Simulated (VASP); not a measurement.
# Rb (Pm-3m) in VASP: notebook

The runs below take Rb through density of states, with PBE.

Program: VASP 6.6.1. These are calculated values, not measurements. Logs are shortened: lines on timing, memory, paths and dates and some standing lists are left out, and cuts for length are marked.

## 1. The cell of the first run

It takes space group Pm-3m (No. 221, cubic). The conventional cell has a = 3.403 Å, b = 3.403 Å, c = 3.403 Å, α = 90.00°, β = 90.00°, γ = 90.00°. Rb (site symmetry m-3m) has 6 Rb at 3.40 Å within 4.5 Å.

## 2. Density of states, PBE (volume scaled by 0.4)

The input, POSCAR:

```
Rb
1.0
    3.4030804838      0.0000000000      0.0000000000
    0.0000000000      3.4030804838      0.0000000000
    0.0000000000      0.0000000000      3.4030804838
Rb
1
Direct
    0.0000000000      0.0000000000      0.0000000000
```

The input, INCAR.step1:

```
PREC = Accurate
ENCUT = 520
EDIFF = 1E-7
ISMEAR = -1
SIGMA = 0.08
LREAL = False
LASPH = True
NELM = 60
ALGO = Normal
ISIF = 2
LWAVE = False
LCHARG = True
GGA = PE
NBANDS = 10
```

The input, KPOINTS.step1:

```
Automatic mesh
0
Gamma
  9 9 9
```

The input, INCAR.step2:

```
PREC = Accurate
ENCUT = 520
EDIFF = 1E-7
ISMEAR = -5
SIGMA = 0.08
LREAL = False
LASPH = True
NELM = 60
ALGO = Normal
ISIF = 2
LWAVE = False
LCHARG = False
GGA = PE
LORBIT = 10
NBANDS = 10
NEDOS = 2001
ICHARG = 11
```

The input, KPOINTS.step2:

```
Automatic mesh
0
Gamma
  14 14 14
```

Potentials or basis: VASP PAW PBE potentials, release 64 (Rb_sv).

Started as:

```sh
$ cat potpaw_PBE.64/Rb_sv/POTCAR > POTCAR
$ cp INCAR.step1 INCAR
$ cp KPOINTS.step1 KPOINTS
$ mpirun -np 1 vasp_std > vasp.out
$ cp INCAR.step2 INCAR
$ cp KPOINTS.step2 KPOINTS
$ mpirun -np 1 vasp_std > vasp.out
```

OUTCAR:

```text
PREC = Accurate
   ENCUT = 520
   EDIFF = 1E-7
   ISMEAR = -5
   LREAL = False
   LASPH = True
   NELM = 60
   ISIF = 2
   GGA = PE
   LORBIT = 10
   ICHARG = 11

 ion  position               nearest neighbor table
   1  0.000  0.000  0.000-

  LATTYP: Found a simple cubic cell.
 ALAT       =     3.4030804838

  Lattice vectors:

 A1 = (   3.4030804838,   0.0000000000,   0.0000000000)
 A2 = (   0.0000000000,   3.4030804838,   0.0000000000)
 A3 = (   0.0000000000,   0.0000000000,   3.4030804838)

Analysis of symmetry for initial positions (statically):
=====================================================================
 Subroutine PRICEL returns:
 Original cell was already a primitive cell.

 Routine SETGRP: Setting up the symmetry group for a
 simple cubic supercell.

 Subroutine GETGRP returns: Found 48 space group operations
 (whereof 48 operations were pure point group operations)
 out of a pool of 48 trial point group operations.

The static configuration has the point symmetry O_h .

Analysis of symmetry for dynamics (positions and initial velocities):
=====================================================================
 Subroutine PRICEL returns:
 Original cell was already a primitive cell.

 Routine SETGRP: Setting up the symmetry group for a
 simple cubic supercell.

 Subroutine GETGRP returns: Found 48 space group operations
 (whereof 48 operations were pure point group operations)
 out of a pool of 48 trial point group operations.

The dynamic configuration has the point symmetry O_h .

 Subroutine INISYM returns: Found 48 space group operations
 (whereof 48 operations are pure point group operations),
 and found     1 'primitive' translations

----------------------------------------------------------------------------------------

                                     Primitive cell

  volume of cell :      39.4109

  direct lattice vectors                    reciprocal lattice vectors
     3.403080484  0.000000000  0.000000000     0.293851410  0.000000000  0.000000000
     0.000000000  3.403080484  0.000000000     0.000000000  0.293851410  0.000000000
     0.000000000  0.000000000  3.403080484     0.000000000  0.000000000  0.293851410

  length of vectors
     3.403080484  3.403080484  3.403080484     0.293851410  0.293851410  0.293851410

  position of ions in fractional coordinates (direct lattice)
     0.000000000  0.000000000  0.000000000

  ion indices of the primitive-cell ions
   primitive index   ion index
                 1           1

----------------------------------------------------------------------------------------

 KPOINTS: Automatic mesh

Automatic generation of k-mesh.
 Grid dimensions read from file:
 generate k-points for:   14   14   14

 Generating k-lattice:

  Cartesian coordinates                     Fractional coordinates (reciprocal lattice)
     0.020989386  0.000000000  0.000000000     0.071428571  0.000000000  0.000000000
     0.000000000  0.020989386  0.000000000     0.000000000  0.071428571  0.000000000
     0.000000000  0.000000000  0.020989386     0.000000000  0.000000000  0.071428571

  Length of vectors
     0.020989386  0.020989386  0.020989386

  Shift w.r.t. Gamma in fractional coordinates (k-lattice)
     0.000000000  0.000000000  0.000000000

 TETIRR: Found   1360 inequivalent tetrahedra from    16464

 Subroutine IBZKPT returns following result:
 ===========================================

 Found    120 irreducible k-points:

 Following reciprocal coordinates:
            Coordinates               Weight
  0.000000  0.000000  0.000000      1.000000
  0.071429  0.000000  0.000000      6.000000
  0.142857  0.000000  0.000000      6.000000
  0.214286  0.000000  0.000000      6.000000
  0.285714  0.000000  0.000000      6.000000
  0.357143  0.000000  0.000000      6.000000
[... 16 lines left out ...]
  0.285714  0.214286  0.000000     24.000000
  0.357143  0.214286  0.000000     24.000000
 [... further k-points ...]
   k-points           NKPTS =    120   k-points in BZ     NKDIM =    120   number of bands    NBANDS=     10
   number of dos      NEDOS =   2001   number of ions     NIONS =      1
   total plane-waves  NPLWV =  21952
   dimension x,y,z NGX =    28 NGY =   28 NGZ =   28
   dimension x,y,z NGXF=    56 NGYF=   56 NGZF=   56
   ions per type =               1
   NGX,Y,Z   is equivalent  to a cutoff of  13.68, 13.68, 13.68 a.u.
   NGXF,Y,Z  is equivalent  to a cutoff of  27.36, 27.36, 27.36 a.u.
 SYSTEM =  unknown system
   PREC   = accura    normal or accurate (medium, high low for compatibility)
   ISTART =      0    job   : 0-new  1-cont  2-samecut
   ICHARG =     11    charge: 1-file 2-atom 10-const
   ISPIN  =      1    spin polarized calculation?
   LNONCOLLINEAR =      F non collinear calculations
   LSORBIT =      F    spin-orbit coupling
   LASPH  =      T    aspherical Exc in radial PAW
   ENCUT  =  520.0 eV  38.22 Ry    6.18 a.u.   6.33  6.33  6.33*2*pi/ulx,y,z
   NELM   =     60;   NELMIN=  2; NELMDL=  0     # of ELM steps
   EDIFF  = 0.1E-06   stopping-criterion for ELM
   LREAL  =      F    real-space projection
   EDIFFG = 0.1E-05   stopping-criterion for IOM
   NSW    =      0    number of steps for IOM
   IBRION =     -1    ionic relax: 0-MD 1-quasi-New 2-CG
   NFREE  =      0    steps in history (QN), initial steepest desc. (CG)
   ISIF   =      2    stress and relaxation
   ISYM   =      2    0-nonsym 1-usesym 2-fastsym
   POTIM  = 0.5000    time-step for ionic-motion
   TEBEG  =    0.0;   TEEND  =   0.0 temperature during run
   PSTRESS=    0.0 pullay stress
   NELECT =       9.0000    total number of electrons
   NUPDOWN=      -1.0000    fix difference up-down
   EMIN   =  10.00;   EMAX   =-10.00  energy-range for DOS
   EFERMI =   0.00;   METHOD = LEGACY
   ISMEAR =    -5;   SIGMA  =   0.08  broadening in eV -4-tet -1-fermi 0-gaus
   EFERMI_NEDOS =   21; number of points for ismear=-14 and -15
   IALGO  =     38    algorithm
   IMIX   =      4    mixing-type and parameters
     AMIX     =   0.40;   BMIX     =  1.00
     AMIX_MAG =   1.60;   BMIX_MAG =  1.00
  volume/ion in A,a.u.               =      39.41       265.96
  Fermi-wavevector in a.u.,A,eV,Ry     =   1.000653  1.890960 13.623598  1.001306
  Thomas-Fermi vector in A             =   2.133023
   LORBIT       =     10    0 simple, 1 ext, 2 COOP (PROOUT), +10 PAW based schemes
   GGA     = PE    functional components
   LHFCALC =     F    Hartree Fock is set to
   AEXX    =    0.0000 exact exchange contribution
   IVDW    =     0    specifies the selected vdW correction
   LEPSILON=     F    determine dielectric tensor
   LRPA    =     F    only Hartree local field effects (RPA)
 non-spin polarized calculation
 Fermi weights with tetrahedron method with Bloechl corrections
  energy-cutoff  :      520.00
  volume of cell :       39.41
 maximum number of plane-waves:      1082
 NGX is ok and might be reduce to    28

 number of electron       9.0000000 magnetization

 Free energy of the ion-electron system (eV)
  ---------------------------------------------------
  ext. energy  EPLUGINS =         0.00000000
  ---------------------------------------------------
  free energy    TOTEN  =         0.04688030 eV

  energy without entropy =        0.04688030  energy(sigma->0) =        0.04688030

 E-fermi :   2.7574     XC(G=0):  -7.9816

 val. band max:        2.7526954530   @ k =   0.3571   0.2857   0.0714
 cond. band min:       2.7475485681   @ k =   0.4286   0.0000   0.0000
 fundamental gap:     -0.0051468849
 Fermi energy:         2.7574421492

 k-point     1 :       0.0000    0.0000    0.0000
  band No.  band energies     occupation
      1     -26.5677      2.00000
      2      -9.9603      2.00000
      3      -9.9603      2.00000
      4      -9.9603      2.00000
      5      -0.0003      2.00000
      6       4.7025      0.00000
      7       4.7025      0.00000
      8      11.8815      0.00000
      9      11.8815      0.00000
     10      11.8815      0.00000

 k-point     2 :       0.0714    0.0000    0.0000
  band No.  band energies     occupation
      1     -26.5601      2.00000
      2     -10.0463      2.00000
      3      -9.9531      2.00000
      4      -9.9531      2.00000
      5       0.1150      2.00000
      6       4.7437      0.00000
      7       4.8078      0.00000
      8      11.3750      0.00000
      9      11.3750      0.00000
     10      11.9026      0.00000

 k-point     3 :       0.1429    0.0000    0.0000
  band No.  band energies     occupation
      1     -26.5387      2.00000
      2     -10.2779      2.00000
      3      -9.9330      2.00000
      4      -9.9330      2.00000
      5       0.4361      2.00000
      6       4.8635      0.00000
      7       5.0809      0.00000
      8      10.5309      0.00000
      9      10.5309      0.00000
     10      12.0554      0.00000

 k-point     4 :       0.2143    0.0000    0.0000
  band No.  band energies     occupation
      1     -26.5074      2.00000
      2     -10.5916      2.00000
      3      -9.9037      2.00000
      4      -9.9037      2.00000
      5       0.9079      2.00000
      6       5.0496      0.00000
      7       5.3710      0.00000
      8       9.7283      0.00000
      9       9.7283      0.00000
     10      11.5114      0.00000
[... 222 lines left out ...]
 k-point    22 :       0.2143    0.2143    0.0000
  band No.  band energies     occupation
      1     -26.4483      2.00000
      2     -10.5542      2.00000
      3     -10.4680      2.00000
      4      -9.8490      2.00000
      5       1.7012      2.00000
      6       5.2683      0.00000
      7       6.1124      0.00000
      8       7.8923      0.00000
      9       9.6813      0.00000
     10      10.5183      0.00000

 k-point    23 :       0.2857    0.2143    0.0000
  band No.  band energies     occupation
      1     -26.4139      2.00000
      2     -10.8301      2.00000
      3     -10.4594      2.00000
      4      -9.8172      2.00000
      5       2.1614      2.00000
      6       5.1226      0.00000
      7       6.3893      0.00000
      8       7.7569      0.00000
      9       9.2789      0.00000
     10      10.4233      0.00000

 k-point    24 :       0.3571    0.2143    0.0000
  band No.  band energies     occupation
      1     -26.3825      2.00000
      2     -11.0937      2.00000
      3     -10.4196      2.00000
      4      -9.7882      2.00000
      5       2.6348      1.74473
      6       4.7810      0.00000
      7       6.5203      0.00000
      8       7.8535      0.00000
      9       8.8460      0.00000
     10      10.5157      0.00000

 [... further k-points ...]
[... 5 lines left out ...]
  --------------------------------------------------------------------------------------
  -------------------------------------------------------------------------------------
  Total        2.1282016      2.1282016      2.1282016     -0.0000000     -0.0000000     -0.0000000
  in kB       86.5180435     86.5180435     86.5180435     -0.0000000     -0.0000000     -0.0000000
  external PRESSURE =      86.5180435 kB  Pullay stress =       0.0000000 kB

 VOLUME and BASIS-vectors are now :
 -----------------------------------------------------------------------------
  energy-cutoff  :      520.00
  volume of cell :       39.41
      direct lattice vectors                 reciprocal lattice vectors
     3.403080484  0.000000000  0.000000000     0.293851410  0.000000000  0.000000000
     0.000000000  3.403080484  0.000000000     0.000000000  0.293851410  0.000000000
     0.000000000  0.000000000  3.403080484     0.000000000  0.000000000  0.293851410

 POSITION                                       TOTAL-FORCE (eV/Angst)
 -----------------------------------------------------------------------------------
      0.00000      0.00000      0.00000         0.000000      0.000000      0.000000
 -----------------------------------------------------------------------------------
    total drift:                               -0.000000      0.000000     -0.000000

  FREE ENERGIE OF THE ION-ELECTRON SYSTEM (eV)
  ---------------------------------------------------
  free  energy   TOTEN  =         0.0468803011 eV

  energy  without entropy=        0.0468803011  energy(sigma->0) =        0.04688030

 total charge

# of ion       s       p       d       tot
------------------------------------------
    1        1.983   5.298   0.067   7.348
```

Run time: 27 s. Hardware: 1 thread of Intel Xeon Platinum 8259CL at 2.50GHz (Skylake/Cascade Lake), shared host; peak memory 0.17 GiB.

Results:

* Valence electrons inside the program's atomic spheres: Rb 7.35

Levels at points of the mesh, in eV from the Fermi level:
```csv
k point,band 3,band 4,band 5,band 6,band 7,band 8
"(0.00, 0.00, 0.00)",-12.72,-12.72,-2.76,1.95,1.95,9.12
"(0.50, 0.00, 0.00)",-12.57,-12.57,0.38,1.42,3.00,5.38
"(0.50, 0.50, 0.00)",-13.91,-12.44,-0.67,2.95,5.24,5.24
"(0.50, 0.50, 0.50)",-13.68,-13.68,1.11,1.11,1.11,4.65
```

Caveat: tetrahedron occupations give inexact forces and stress in metals.

## 3. Density of states, PBE (volume scaled by 0.4)

POSCAR is that of step 2.

The input, INCAR.step1:

```
SYSTEM = Rb
ALGO = Normal
EDIFF = 1E-6
ENCUT = 520
GGA = PE
ISIF = 2
ISMEAR = -1
LASPH = .True.
LCHARG = .True.
LREAL = .False.
LWAVE = .False.
NBANDS = 10
NELM = 100
PREC = Accurate
SIGMA = 0.08
```

The input, KPOINTS.step1:

```
k-points
0
Gamma
  9 9 9
  0 0 0
```

The input, INCAR.step2:

```
SYSTEM = Rb
ALGO = Normal
EDIFF = 1E-6
ENCUT = 520
GGA = PE
ICHARG = 11
ISIF = 2
ISMEAR = -5
LASPH = .True.
LCHARG = .False.
LORBIT = 11
LREAL = .False.
LWAVE = .False.
NEDOS = 2001
NELM = 100
PREC = Accurate
SIGMA = 0.08
```

The input, KPOINTS.step2:

```
k-points
0
Gamma
  14 14 14
  0 0 0
```

Potentials or basis: VASP PAW PBE potentials, release 64 (Rb_sv).

Started as:

```sh
$ cat potpaw_PBE.64/Rb_sv/POTCAR > POTCAR
$ cp INCAR.step1 INCAR
$ cp KPOINTS.step1 KPOINTS
$ mpirun -np 1 vasp_std > vasp.out
$ cp INCAR.step2 INCAR
$ cp KPOINTS.step2 KPOINTS
$ mpirun -np 1 vasp_std > vasp.out
```

OUTCAR:

```text
SYSTEM = Rb
   EDIFF = 1E-6
   ENCUT = 520
   GGA = PE
   ICHARG = 11
   ISIF = 2
   ISMEAR = -5
   LASPH = .True.
   LORBIT = 11
   LREAL = .False.
   NELM = 100
   PREC = Accurate

 ion  position               nearest neighbor table
   1  0.000  0.000  0.000-

  LATTYP: Found a simple cubic cell.
 ALAT       =     3.4030804838

  Lattice vectors:

 A1 = (   3.4030804838,   0.0000000000,   0.0000000000)
 A2 = (   0.0000000000,   3.4030804838,   0.0000000000)
 A3 = (   0.0000000000,   0.0000000000,   3.4030804838)

Analysis of symmetry for initial positions (statically):
=====================================================================
 Subroutine PRICEL returns:
 Original cell was already a primitive cell.

 Routine SETGRP: Setting up the symmetry group for a
 simple cubic supercell.

 Subroutine GETGRP returns: Found 48 space group operations
 (whereof 48 operations were pure point group operations)
 out of a pool of 48 trial point group operations.

The static configuration has the point symmetry O_h .

[... 158 lines left out ...]
  energy without entropy =        0.04688021  energy(sigma->0) =        0.04688021

 E-fermi :   2.7574     XC(G=0):  -7.9816

 val. band max:        2.7526925193   @ k =   0.3571   0.2857   0.0714
 cond. band min:       2.7475406791   @ k =   0.4286   0.0000   0.0000
 fundamental gap:     -0.0051518402
 Fermi energy:         2.7574385326

 k-point     1 :       0.0000    0.0000    0.0000
  band No.  band energies     occupation
      1     -26.5677      2.00000
      2      -9.9602      2.00000
      3      -9.9602      2.00000
      4      -9.9602      2.00000
      5      -0.0003      2.00000
      6       4.7025      0.00000
      7       4.7025      0.00000
      8      11.8815      0.00000
[... 243 lines left out ...]
 k-point    24 :       0.3571    0.2143    0.0000
  band No.  band energies     occupation
      1     -26.3825      2.00000
      2     -11.0937      2.00000
      3     -10.4196      2.00000
      4      -9.7882      2.00000
      5       2.6348      1.74473
      6       4.7810      0.00000
      7       6.5203      0.00000
      8       7.8535      0.00000

 [... further k-points ...]
[... 5 lines left out ...]
  --------------------------------------------------------------------------------------
  -------------------------------------------------------------------------------------
  Total        2.1276336      2.1276336      2.1276336      0.0000000      0.0000000     -0.0000000
  in kB       86.4949519     86.4949519     86.4949519      0.0000000      0.0000000     -0.0000000
  external PRESSURE =      86.4949519 kB  Pullay stress =       0.0000000 kB

 VOLUME and BASIS-vectors are now :
 -----------------------------------------------------------------------------
  energy-cutoff  :      520.00
  volume of cell :       39.41
      direct lattice vectors                 reciprocal lattice vectors
     3.403080484  0.000000000  0.000000000     0.293851410  0.000000000  0.000000000
     0.000000000  3.403080484  0.000000000     0.000000000  0.293851410  0.000000000
     0.000000000  0.000000000  3.403080484     0.000000000  0.000000000  0.293851410

 POSITION                                       TOTAL-FORCE (eV/Angst)
 -----------------------------------------------------------------------------------
      0.00000      0.00000      0.00000         0.000000      0.000000      0.000000
 -----------------------------------------------------------------------------------
    total drift:                                0.000000     -0.000000      0.000000

  FREE ENERGIE OF THE ION-ELECTRON SYSTEM (eV)
  ---------------------------------------------------
  free  energy   TOTEN  =         0.0468802120 eV

  energy  without entropy=        0.0468802120  energy(sigma->0) =        0.04688021

 total charge

# of ion       s       p       d       tot
------------------------------------------
    1        1.983   5.298   0.067   7.348
```

OUTCAR.step1:

```text
SYSTEM = Rb
   EDIFF = 1E-6
   ENCUT = 520
   GGA = PE
   ISIF = 2
   ISMEAR = -1
   LASPH = .True.
[... 529 lines left out ...]
 -----------------------------------------------------------------------------------
      0.00000      0.00000      0.00000         0.000000      0.000000      0.000000
 -----------------------------------------------------------------------------------
    total drift:                               -0.000000      0.000000     -0.000000

  FREE ENERGIE OF THE ION-ELECTRON SYSTEM (eV)
  ---------------------------------------------------
  free  energy   TOTEN  =         0.0285172424 eV

  energy  without entropy=        0.0598719226  energy(sigma->0) =        0.04419458
```

Wall time 22 s (1 thread of Intel Xeon Platinum 8259CL at 2.50GHz (Skylake/Cascade Lake), shared host); peak memory 0.16 GiB.

Results:

```
Valence electrons inside the program's atomic spheres : Rb 7.35
```

Caveat: tetrahedron occupations give inexact forces and stress in metals.
